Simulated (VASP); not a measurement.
Crystal: Sc3W.

```
CELL_PARAMETERS angstrom
0.00000 3.21292 3.21292
3.21292 0.00000 3.21292
3.21292 3.21292 0.00000
ATOMIC_POSITIONS crystal
Sc 0.25000 0.25000 0.25000
Sc 0.75000 0.75000 0.75000
Sc 0.50000 0.50000 0.50000
W 0.00000 0.00000 0.00000
```

```yaml
Program: VASP 6.6.1
Task: relaxation of cell and atoms
Functional: PBE
Potentials_or_basis: VASP PAW PBE potentials, release 64 (Sc_sv, W_sv)
Cutoff: 600 eV
k_mesh: 6 × 6 × 6
Occupations: gaussian, width 0.1 eV
Spin: no spin polarisation
```

At the start: pressure 27.3 GPa; volume 16.58 Å³/atom.

Q: Where does the relaxation end?

A: Over 3 steps the energy falls by 279.6 meV/atom and the volume is 20.51 Å³/atom (+23.7 %); space group Fm-3m (No. 225, to 0.05 Å).

The path:
| step | energy change (eV) | largest force (eV/Å) | pressure (GPa) | volume (Å³) |
| --- | --- | --- | --- | --- |
| 1 | 0.0000 | 0.0000 | 27.33 | 66.33 |
| 2 | -0.4868 | 0.0000 | -11.29 | 97.37 |
| 3 | -1.1184 | 0.0000 | -0.29 | 82.02 |

Final structure:
```
Sc W
1.0
     0.00000    3.44851    3.44851
     3.44851    0.00000    3.44851
     3.44851    3.44851    0.00000
Sc W
3 1
Cartesian
  1.7243 1.7243 1.7243
  5.1728 5.1728 5.1728
  3.4485 3.4485 3.4485
  0.0000 0.0000 0.0000
```

Caveat: the volume moved by over 15 % at a fixed basis, so the end points are rough.
